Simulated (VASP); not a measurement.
# TaRu (Cmmm) in VASP: single point with LDA

Aim: the single point of TaRu with LDA.

All numbers are computed with VASP 6.6.1; they aren't measurements. Logs are shortened: lines on timing, memory, paths and dates and some standing lists are left out, and cuts for length are marked.

### 1 The cell of the first run

It takes space group Cmmm (No. 65, orthorhombic). Conventional cell: a = 3.308 Å, b = 4.683 Å, c = 4.162 Å, α = 90.00°, β = 90.00°, γ = 90.00°. Ta (site symmetry mmm) has 8 Ru at 2.66 to 3.13 Å and 6 Ta at 2.87 to 3.31 Å within 3.5 Å. Ru (site symmetry mmm) has 8 Ta at 2.66 to 3.13 Å and 6 Ru at 2.87 to 3.31 Å within 3.5 Å.

### 2 Single point, LDA

Contents of INCAR:

```
ALGO = Normal
EDIFF = 1E-6
ENCUT = 500
GGA_COMPAT = False
ISIF = 2
ISMEAR = 1
LASPH = True
LCHARG = False
LREAL = False
LWAVE = False
NBANDS = 20
NELM = 120
PREC = Accurate
SIGMA = 0.1
```

Contents of KPOINTS:

```
k-points
0
Gamma
  9 9 6
```

Contents of POSCAR:

```
TaRu
1.0
    1.6541220000     -2.3416130000      0.0000000000
    1.6541220000      2.3416130000      0.0000000000
    0.0000000000      0.0000000000      4.1624230000
Ta Ru
1 1
Direct
    0.5000000000      0.5000000000      0.5000000000
    0.0000000000      0.0000000000      0.0000000000
```

Potentials or basis: VASP PAW LDA potentials, release 64 (Ta_pv, Ru_pv).

Started as:

```console
$ cat potpaw_LDA.64/Ta_pv/POTCAR potpaw_LDA.64/Ru_pv/POTCAR > POTCAR
$ mpirun -np 1 vasp_std > vasp.out
```

OUTCAR:

```text
EDIFF = 1E-6
   ENCUT = 500
   ISIF = 2
   ISMEAR = 1
   LASPH = True
   LREAL = False
   NELM = 120
   PREC = Accurate

 ion  position               nearest neighbor table
   1  0.500  0.500  0.500-   2 2.66   2 2.66   2 2.66   2 2.66   2 3.13   2 3.13   2 3.13   2 3.13

   2  0.000  0.000  0.000-   1 2.66   1 2.66   1 2.66   1 2.66   1 3.13   1 3.13   1 3.13   1 3.13

  LATTYP: Found a base centered orthorhombic cell.
 ALAT       =     3.3082440000
 B/A-ratio  =     1.4156229105
 C/A-ratio  =     1.2581970979

  Lattice vectors:

 A1 = (   1.6541220000,  -2.3416130000,   0.0000000000)
 A2 = (   1.6541220000,   2.3416130000,   0.0000000000)
 A3 = (   0.0000000000,   0.0000000000,   4.1624230000)

Analysis of symmetry for initial positions (statically):
=====================================================================
 Subroutine PRICEL returns:
 Original cell was already a primitive cell.

 Routine SETGRP: Setting up the symmetry group for a
 base centered orthorhombic supercell.

 Subroutine GETGRP returns: Found  8 space group operations
 (whereof  8 operations were pure point group operations)
 out of a pool of  8 trial point group operations.

The static configuration has the point symmetry D_2h.

Analysis of symmetry for dynamics (positions and initial velocities):
=====================================================================
 Subroutine PRICEL returns:
 Original cell was already a primitive cell.

 Routine SETGRP: Setting up the symmetry group for a
 base centered orthorhombic supercell.

 Subroutine GETGRP returns: Found  8 space group operations
 (whereof  8 operations were pure point group operations)
 out of a pool of  8 trial point group operations.

The dynamic configuration has the point symmetry D_2h.

 Subroutine INISYM returns: Found  8 space group operations
 (whereof  8 operations are pure point group operations),
 and found     1 'primitive' translations

----------------------------------------------------------------------------------------

                                     Primitive cell

  volume of cell :      32.2447

  direct lattice vectors                    reciprocal lattice vectors
     1.654122000 -2.341613000  0.000000000     0.302275165 -0.213528025  0.000000000
     1.654122000  2.341613000  0.000000000     0.302275165  0.213528025  0.000000000
     0.000000000  0.000000000  4.162423000     0.000000000  0.000000000  0.240244684

  length of vectors
     2.866927106  2.866927106  4.162423000     0.370087142  0.370087142  0.240244684

  position of ions in fractional coordinates (direct lattice)
     0.500000000  0.500000000  0.500000000
     0.000000000  0.000000000  0.000000000

  ion indices of the primitive-cell ions
   primitive index   ion index
                 1           1
                 2           2

----------------------------------------------------------------------------------------

 KPOINTS: k-points

Automatic generation of k-mesh.
 Grid dimensions read from file:
 generate k-points for:    9    9    6

 Generating k-lattice:

  Cartesian coordinates                     Fractional coordinates (reciprocal lattice)
     0.033586129 -0.023725336  0.000000000     0.111111111  0.000000000  0.000000000
     0.033586129  0.023725336  0.000000000     0.000000000  0.111111111  0.000000000
     0.000000000  0.000000000  0.040040781     0.000000000  0.000000000  0.166666667

  Length of vectors
     0.041120794  0.041120794  0.040040781

  Shift w.r.t. Gamma in fractional coordinates (k-lattice)
     0.000000000  0.000000000  0.000000000

 Subroutine IBZKPT returns following result:
 ===========================================

 Found    100 irreducible k-points:

 Following reciprocal coordinates:
            Coordinates               Weight
  0.000000  0.000000  0.000000      1.000000
  0.111111 -0.000000  0.000000      4.000000
  0.222222  0.000000  0.000000      4.000000
  0.333333  0.000000  0.000000      4.000000
  0.444444  0.000000  0.000000      4.000000
  0.111111  0.111111  0.000000      2.000000
[... 16 lines left out ...]
 -0.333333  0.333333  0.000000      2.000000
  0.444444  0.444444  0.000000      2.000000
 [... further k-points ...]
   k-points           NKPTS =    100   k-points in BZ     NKDIM =    100   number of bands    NBANDS=     20
   number of dos      NEDOS =    301   number of ions     NIONS =      2
   total plane-waves  NPLWV =  17280
   dimension x,y,z NGX =    24 NGY =   24 NGZ =   30
   dimension x,y,z NGXF=    48 NGYF=   48 NGZF=   60
   ions per type =               1   1
   NGX,Y,Z   is equivalent  to a cutoff of  13.92, 13.92, 11.98 a.u.
   NGXF,Y,Z  is equivalent  to a cutoff of  27.83, 27.83, 23.96 a.u.
 SYSTEM =  unknown system
   PREC   = accura    normal or accurate (medium, high low for compatibility)
   ISTART =      0    job   : 0-new  1-cont  2-samecut
   ICHARG =      2    charge: 1-file 2-atom 10-const
   ISPIN  =      1    spin polarized calculation?
   LNONCOLLINEAR =      F non collinear calculations
   LSORBIT =      F    spin-orbit coupling
   LASPH  =      T    aspherical Exc in radial PAW
   ENCUT  =  500.0 eV  36.75 Ry    6.06 a.u.   5.23  5.23  7.59*2*pi/ulx,y,z
   NELM   =    120;   NELMIN=  2; NELMDL= -5     # of ELM steps
   EDIFF  = 0.1E-05   stopping-criterion for ELM
   LREAL  =      F    real-space projection
   EDIFFG = 0.1E-04   stopping-criterion for IOM
   NSW    =      0    number of steps for IOM
   IBRION =     -1    ionic relax: 0-MD 1-quasi-New 2-CG
   NFREE  =      0    steps in history (QN), initial steepest desc. (CG)
   ISIF   =      2    stress and relaxation
   ISYM   =      2    0-nonsym 1-usesym 2-fastsym
   POTIM  = 0.5000    time-step for ionic-motion
   TEBEG  =    0.0;   TEEND  =   0.0 temperature during run
   PSTRESS=    0.0 pullay stress
   NELECT =      25.0000    total number of electrons
   NUPDOWN=      -1.0000    fix difference up-down
   EMIN   =  10.00;   EMAX   =-10.00  energy-range for DOS
   EFERMI =   0.00;   METHOD = LEGACY
   ISMEAR =     1;   SIGMA  =   0.10  broadening in eV -4-tet -1-fermi 0-gaus
   EFERMI_NEDOS =   21; number of points for ismear=-14 and -15
   IALGO  =     38    algorithm
   IMIX   =      4    mixing-type and parameters
     AMIX     =   0.40;   BMIX     =  1.00
     AMIX_MAG =   1.60;   BMIX_MAG =  1.00
  volume/ion in A,a.u.               =      16.12       108.80
  Fermi-wavevector in a.u.,A,eV,Ry     =   1.503956  2.842065 30.774807  2.261884
  Thomas-Fermi vector in A             =   2.614999
   LORBIT       =      0    0 simple, 1 ext, 2 COOP (PROOUT), +10 PAW based schemes
   GGA     = CA    functional components
   LHFCALC =     F    Hartree Fock is set to
   AEXX    =    0.0000 exact exchange contribution
   IVDW    =     0    specifies the selected vdW correction
   LEPSILON=     F    determine dielectric tensor
   LRPA    =     F    only Hartree local field effects (RPA)
 non-spin polarized calculation
 Methfessel and Paxton  Order N= 1 SIGMA  =   0.10
  energy-cutoff  :      500.00
  volume of cell :       32.24
 maximum number of plane-waves:       828
 NGX is ok and might be reduce to    24
   NGX = 11   NGY = 11   NGZ = 15

 number of electron      24.9999996 magnetization

 Free energy of the ion-electron system (eV)
  ---------------------------------------------------
  ext. energy  EPLUGINS =         0.00000000
  ---------------------------------------------------
  free energy    TOTEN  =       -23.66875576 eV

  energy without entropy =      -23.66954226  energy(sigma->0) =      -23.66901793

 E-fermi :   8.5786     XC(G=0): -13.3602

 val. band max:        8.5721213827   @ k =   0.4444   0.1111   0.5000
 cond. band min:       8.5804187196   @ k =   0.3333   0.3333   0.1667
 fundamental gap:      0.0082973369
 Fermi energy:         8.5785902881

 k-point     1 :       0.0000    0.0000    0.0000
  band No.  band energies     occupation
      1     -34.0001      2.00000
      2     -33.7901      2.00000
      3     -33.6150      2.00000
      4     -25.7632      2.00000
      5     -25.3236      2.00000
      6     -25.1792      2.00000
[... 12 lines left out ...]
     19      19.0868      0.00000
     20      19.9269      0.00000

 k-point     2 :       0.1111   -0.0000    0.0000
  band No.  band energies     occupation
      1     -33.9927      2.00000
      2     -33.8084      2.00000
      3     -33.6347      2.00000
      4     -25.7598      2.00000
      5     -25.3930      2.00000
      6     -25.2216      2.00000
[... 12 lines left out ...]
     19      19.0861      0.00000
     20      20.1789      0.00000

 k-point     3 :       0.2222    0.0000    0.0000
  band No.  band energies     occupation
      1     -33.9737      2.00000
      2     -33.8702      2.00000
      3     -33.6682      2.00000
      4     -25.7513      2.00000
      5     -25.6322      2.00000
      6     -25.2580      2.00000
[... 12 lines left out ...]
     19      18.6291      0.00000
     20      19.0933      0.00000

 k-point     4 :       0.3333    0.0000    0.0000
  band No.  band energies     occupation
      1     -33.9578      2.00000
      2     -33.9520      2.00000
      3     -33.6876      2.00000
      4     -25.9143      2.00000
      5     -25.7415      2.00000
      6     -25.2772      2.00000
[... 12 lines left out ...]
     19      19.0881      0.00000
     20      19.5816      0.00000

 k-point     5 :       0.4444    0.0000    0.0000
  band No.  band energies     occupation
      1     -34.0193      2.00000
      2     -33.9378      2.00000
      3     -33.6950      2.00000
      4     -26.0945      2.00000
      5     -25.7351      2.00000
      6     -25.2873      2.00000
[... 12 lines left out ...]
     19      19.0838      0.00000
     20      19.5904      0.00000
[... 353 lines left out ...]
      6     -25.6540      2.00000
[... 12 lines left out ...]
     19      18.0597      0.00000
     20      19.0886      0.00000

 k-point    22 :      -0.4444    0.3333    0.0000
  band No.  band energies     occupation
      1     -33.9687      2.00000
      2     -33.9322      2.00000
      3     -33.9021      2.00000
      4     -26.0508      2.00000
      5     -25.6766      2.00000
      6     -25.6416      2.00000
[... 12 lines left out ...]
     19      18.0641      0.00000
     20      19.0872      0.00000

 k-point    23 :      -0.3333    0.3333    0.0000
  band No.  band energies     occupation
      1     -33.9435      2.00000
      2     -33.9087      2.00000
      3     -33.8979      2.00000
      4     -25.9291      2.00000
      5     -25.6535      2.00000
      6     -25.6291      2.00000
[... 12 lines left out ...]
     19      18.5618      0.00000
     20      19.2295      0.00000

 k-point    24 :       0.4444    0.4444    0.0000
  band No.  band energies     occupation
      1     -33.9788      2.00000
      2     -33.9500      2.00000
      3     -33.9240      2.00000
      4     -26.1294      2.00000
      5     -25.7423      2.00000
      6     -25.6244      2.00000
[... 12 lines left out ...]
     19      18.4004      0.00000
     20      18.4922      0.00000

 [... further k-points ...]
[... 5 lines left out ...]
  --------------------------------------------------------------------------------------
  -------------------------------------------------------------------------------------
  Total       -2.4423664     -2.9515870     -2.7079275      0.0000000      0.0000000      0.0000000
  in kB     -121.3563575   -146.6585223   -134.5515624      0.0000000      0.0000000      0.0000000
  external PRESSURE =    -134.1888141 kB  Pullay stress =       0.0000000 kB

 VOLUME and BASIS-vectors are now :
 -----------------------------------------------------------------------------
  energy-cutoff  :      500.00
  volume of cell :       32.24
      direct lattice vectors                 reciprocal lattice vectors
     1.654122000 -2.341613000  0.000000000     0.302275165 -0.213528025  0.000000000
     1.654122000  2.341613000  0.000000000     0.302275165  0.213528025  0.000000000
     0.000000000  0.000000000  4.162423000     0.000000000  0.000000000  0.240244684

 POSITION                                       TOTAL-FORCE (eV/Angst)
 -----------------------------------------------------------------------------------
      1.65412      0.00000      2.08121         0.000000      0.000000      0.000000
      0.00000      0.00000      0.00000         0.000000     -0.000000      0.000000
 -----------------------------------------------------------------------------------
    total drift:                                0.000000     -0.000000      0.000000

  FREE ENERGIE OF THE ION-ELECTRON SYSTEM (eV)
  ---------------------------------------------------
  free  energy   TOTEN  =       -23.6687557565 eV

  energy  without entropy=      -23.6695422628  energy(sigma->0) =      -23.66901793
```

Wall time 32 s (1 thread of Intel Xeon Platinum 8259CL at 2.50GHz (Skylake/Cascade Lake), shared host); peak memory 0.18 GiB.

What came out:

```
Free energy            : -23.6688 eV
Pressure               : -13.4 GPa
Band gap on the k mesh : zero (an odd number of electrons rules out a gap without spin polarisation)
```

Stress tensor (GPa, compression positive):
```
-12.14   0.00   0.00
  0.00 -14.67   0.00
  0.00   0.00 -13.46
```

Caveat: the cell stands under tension; spin-orbit coupling is left out, which moves the levels of the heavy elements.
